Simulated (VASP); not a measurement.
Here is a VASP 6.6.1 calculation.

INCAR

```
PREC = Accurate ; ENCUT = 520
EDIFF = 1E-6 ; ISMEAR = 0
SIGMA = 0.15 ; LREAL = False
LASPH = True ; NELM = 100
ALGO = Normal ; ISIF = 2
LWAVE = False ; LCHARG = False
GGA = PS ; NBANDS = 39
```

Contents of KPOINTS:

```
regular mesh
0
Gamma
  10 10 10
```

The input POSCAR:

```
Zr2O
1.0
    4.8722925076      0.0000000000      0.0000000000
    0.0000000000      4.8722925076      0.0000000000
    0.0000000000      0.0000000000      4.8722925076
Zr O
4 2
Direct
    0.2500000000      0.2500000000      0.7500000000
    0.7500000000      0.2500000000      0.2500000000
    0.2500000000      0.7500000000      0.2500000000
    0.7500000000      0.7500000000      0.7500000000
    0.0000000000      0.0000000000      0.0000000000
    0.5000000000      0.5000000000      0.5000000000
```

Potentials or basis: VASP PAW PBE potentials, release 64 (Zr_sv, O).

Run with:

```console
$ cat potpaw_PBE.64/Zr_sv/POTCAR potpaw_PBE.64/O/POTCAR > POTCAR
$ mpirun -np 1 vasp_std > vasp.out
```

(1) What does it give for the pressure?

(2) What does it give for the band gap on the k mesh?

Answers

(1) -5.6 GPa.

(2) zero (band 30 reaches 8.42 eV, above the bottom of band 31 at 7.65 eV).

Caveat: the cell differs from its parent crystal (strain +0.015 along x and y, +0.015 along z); the PAW data sets were made with another functional, which shifts forces and pressure a little.
